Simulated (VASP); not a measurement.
# AlFe3 (Fm-3m) in VASP: notebook, part 2 of 2

VASP 6.6.1. Earlier steps stand in the parts before.

### Step 3. Relaxation of cell and atoms, LDA, collinear spin, ferromagnetic start

This run uses another cell than the first one, of 12.03 Å³/atom.

File INCAR:

```
PREC = Accurate
ENCUT = 600
EDIFF = 1E-7
ISMEAR = -1
SIGMA = 0.05
LREAL = False
LASPH = True
NELM = 150
ALGO = Normal
ISIF = 3
LWAVE = False
LCHARG = False
ISPIN = 2
MAGMOM = 0 3.5 3.5 3.5
LORBIT = 11
LMAXMIX = 4
GGA = CA
IBRION = 2
NSW = 80
EDIFFG = -0.01
```

File KPOINTS:

```
regular mesh
0
Gamma
  7 7 7
```

File POSCAR:

```
AlFe3
1.0
    4.0830360000      0.0000000000      0.0000000000
    2.0415180000      3.5360129006      0.0000000000
    2.0415180000      1.1786709669      3.3337849338
Al Fe
1 3
Direct
    0.0000000000      0.0000000000      0.0000000000
    0.5000000000      0.5000000000      0.5000000000
    0.2500000000      0.2500000000      0.2500000000
    0.7500000000      0.7500000000      0.7500000000
```

Potentials or basis: VASP PAW LDA potentials, release 64 (Al, Fe).

Run with:

```
cat potpaw_LDA.64/Al/POTCAR potpaw_LDA.64/Fe/POTCAR > POTCAR
mpirun -np 1 vasp_std > vasp.out
```

OUTCAR:

```text
PREC = Accurate
   ENCUT = 600
   EDIFF = 1E-7
   ISMEAR = -1
   LREAL = False
   LASPH = True
   NELM = 150
   ISIF = 3
   ISPIN = 2
   LORBIT = 11
   GGA = CA
   IBRION = 2
   NSW = 80
   EDIFFG = -0.01

 ion  position               nearest neighbor table
   1  0.000  0.000  0.000-   4 2.50   3 2.50   3 2.50   4 2.50   4 2.50   3 2.50   3 2.50   4 2.50
                             2 2.89   2 2.89   2 2.89   2 2.89   2 2.89   2 2.89
   2  0.500  0.500  0.500-   3 2.50   4 2.50   3 2.50   4 2.50   3 2.50   4 2.50   4 2.50   3 2.50
                             1 2.89   1 2.89   1 2.89   1 2.89   1 2.89   1 2.89
   3  0.250  0.250  0.250-   1 2.50   2 2.50   1 2.50   2 2.50   1 2.50   2 2.50   2 2.50   1 2.50
                             4 2.89   4 2.89   4 2.89   4 2.89   4 2.89   4 2.89
   4  0.750  0.750  0.750-   2 2.50   1 2.50   1 2.50   2 2.50   2 2.50   1 2.50   1 2.50   2 2.50
                             3 2.89   3 2.89   3 2.89   3 2.89   3 2.89   3 2.89

  LATTYP: Found a face centered cubic cell.
 ALAT       =     5.7742848869

  Lattice vectors:

 A1 = (   4.0830360000,   0.0000000000,   0.0000000000)
 A2 = (   2.0415180000,   3.5360129006,   0.0000000000)
 A3 = (   2.0415180000,   1.1786709669,   3.3337849338)

Analysis of symmetry for initial positions (statically):
=====================================================================
 Subroutine PRICEL returns:
 Original cell was already a primitive cell.

 Routine SETGRP: Setting up the symmetry group for a
 face centered cubic supercell.

 Subroutine GETGRP returns: Found 48 space group operations
 (whereof 48 operations were pure point group operations)
 out of a pool of 48 trial point group operations.

The static configuration has the point symmetry O_h .

Analysis of symmetry for dynamics (positions and initial velocities):
=====================================================================
 Subroutine PRICEL returns:
 Original cell was already a primitive cell.

 Routine SETGRP: Setting up the symmetry group for a
 face centered cubic supercell.

 Subroutine GETGRP returns: Found 48 space group operations
 (whereof 48 operations were pure point group operations)
 out of a pool of 48 trial point group operations.

[... 155 lines left out ...]

 number of electron      26.9999993 magnetization       5.7521418

 Free energy of the ion-electron system (eV)
  ---------------------------------------------------
  ext. energy  EPLUGINS =         0.00000000
  ---------------------------------------------------
  free energy    TOTEN  =       -32.50347204 eV

  energy without entropy =      -32.47661247  energy(sigma->0) =      -32.49004226

------------------------ aborting loop because EDIFF is reached ----------------------------------------

  FORCE on cell =-STRESS in cart. coord.  units (eV):
  Direction    XX          YY          ZZ          XY          YZ          ZX
  --------------------------------------------------------------------------------------
  -------------------------------------------------------------------------------------
  Total       -5.1761210     -5.1761210     -5.1761210     -0.0000000     -0.0000000      0.0000000
  in kB     -172.2980526   -172.2980526   -172.2980526     -0.0000000     -0.0000000      0.0000000
  external PRESSURE =    -172.2980526 kB  Pullay stress =       0.0000000 kB
[... 215 lines left out ...]
--------------------------------------- Ionic step        7  -------------------------------------------

 number of electron      26.9999996 magnetization       3.1609247

 Free energy of the ion-electron system (eV)
  ---------------------------------------------------
  ext. energy  EPLUGINS =         0.00000000
  ---------------------------------------------------
  free energy    TOTEN  =       -32.82111620 eV

  energy without entropy =      -32.77988596  energy(sigma->0) =      -32.80050108

 E-fermi :   7.8382     XC(G=0): -13.3785

 val. band max:        7.8344401879   @ k =   0.1429   0.1429   0.0000
 cond. band min:       7.8409711071   @ k =   0.1429   0.1429   0.0000
 fundamental gap:      0.0065309193
 Fermi energy:         7.8381857914

 spin component 1

 k-point     1 :       0.0000    0.0000    0.0000
  band No.  band energies     occupation
      1      -2.2760      1.00000
      2       3.4592      1.00000
      3       3.4592      1.00000
      4       4.2841      1.00000
      5       4.2841      1.00000
      6       4.2841      1.00000
[... 489 lines left out ...]
     21      17.0326      0.00000
     22      17.3242      0.00000
 Fermi energy:         7.8381857914

 spin component 2

 k-point     1 :       0.0000    0.0000    0.0000
  band No.  band energies     occupation
      1      -2.1638      1.00000
      2       4.3510      1.00000
      3       4.3510      1.00000
      4       4.5866      1.00000
      5       4.5866      1.00000
      6       4.5866      1.00000
[... 520 lines left out ...]
  FREE ENERGIE OF THE ION-ELECTRON SYSTEM (eV)
  ---------------------------------------------------
  free  energy   TOTEN  =       -32.8211161958 eV

  energy  without entropy=      -32.7798859637  energy(sigma->0) =      -32.80050108

 reached required accuracy - stopping structural energy minimisation

 total charge

# of ion       s       p       d       tot
------------------------------------------
    1        0.432   0.481   0.000   0.913
    2        0.530   0.637   6.264   7.431
    3        0.487   0.605   6.490   7.582
    4        0.487   0.605   6.490   7.582
--------------------------------------------------
tot          1.936   2.328  19.244  23.507

 magnetization (x)

# of ion       s       p       d       tot
------------------------------------------
    1        0.005  -0.013   0.000  -0.008
    2        0.004  -0.009   2.076   2.071
    3       -0.010  -0.020   0.566   0.536
    4       -0.010  -0.020   0.566   0.536
--------------------------------------------------
tot         -0.010  -0.063   3.209   3.136
```

CONTCAR:

```text
AlFe3
   1.00000000000000
     3.9135483842985268    0.0000000000000000    0.0000000000000000
     1.9567741921492634    3.3892323197714811   -0.0000000000014701
     1.9567741921492634    1.1297441066210572    3.1953988750702655
  Al              Fe
     1     3
Direct
     0.0000000000000000    0.0000000000000000    0.0000000000000000
     0.5000000000000000    0.5000000000000000    0.5000000000000000
     0.2500000000000000    0.2500000000000000    0.2500000000000000
     0.7500000000000000    0.7500000000000000    0.7500000000000000

  0.00000000E+00  0.00000000E+00  0.00000000E+00
  0.00000000E+00  0.00000000E+00  0.00000000E+00
  0.00000000E+00  0.00000000E+00  0.00000000E+00
  0.00000000E+00  0.00000000E+00  0.00000000E+00
```

Run time: 5.2 min. Hardware: 1 thread of Intel Xeon Platinum 8488C (Sapphire Rapids), shared host; peak memory 0.21 GiB.

What came out:

| Item | Value |
| --- | --- |
| Free energy | -32.8211 eV |
| Relaxed volume | 10.60 Å³/atom |
| Relaxed cell | a = 3.914 Å, b = 3.914 Å, c = 3.914 Å, α = 60.00°, β = 60.00°, γ = 60.00° |
| Space group after relaxing (to 0.1 Å) | Fm-3m (No. 225) |
| Energy gained by relaxing | 79.4 meV/atom |
| Ionic steps | 7 |
| Pressure after relaxing | 0.0 GPa |
| Net moment | 3.16 μB per cell |
| Site moments | Al -0.01; Fe +2.07, +0.54 (each value once) μB |
| Valence electrons inside the program's atomic spheres | Al 0.91; Fe 7.43, 7.58 (each value once) |

Step by step:
| step | energy change (eV) | largest force (eV/Å) | pressure (GPa) | volume (Å³) |
| --- | --- | --- | --- | --- |
| 1 | 0.0000 | 0.0000 | -17.23 | 48.13 |
| 2 | -0.1711 | 0.0000 | 18.38 | 39.67 |
| 3 | -0.3152 | 0.0000 | -2.04 | 42.76 |
| 4 | -0.3176 | 0.0000 | -0.23 | 42.42 |
| 5 | -0.3176 | 0.0000 | 0.38 | 42.31 |
| 6 | -0.3175 | 0.0000 | -0.41 | 42.46 |
| 7 | -0.3176 | 0.0000 | 0.01 | 42.38 |

Final structure:
```cif
data_structure
_symmetry_space_group_name_H-M 'P 1'
_symmetry_Int_Tables_number 1
_cell_length_a 3.9135
_cell_length_b 3.9135
_cell_length_c 3.9135
_cell_angle_alpha 60.000
_cell_angle_beta 60.000
_cell_angle_gamma 60.000
_cell_volume 42.38
loop_
_atom_site_label
_atom_site_type_symbol
_atom_site_fract_x
_atom_site_fract_y
_atom_site_fract_z
_atom_site_occupancy
Al1 Al 0.00000 0.00000 0.00000 1
Fe1 Fe 0.50000 0.50000 0.50000 1
Fe2 Fe 0.25000 0.25000 0.25000 1
Fe3 Fe 0.75000 0.75000 0.75000 1
```
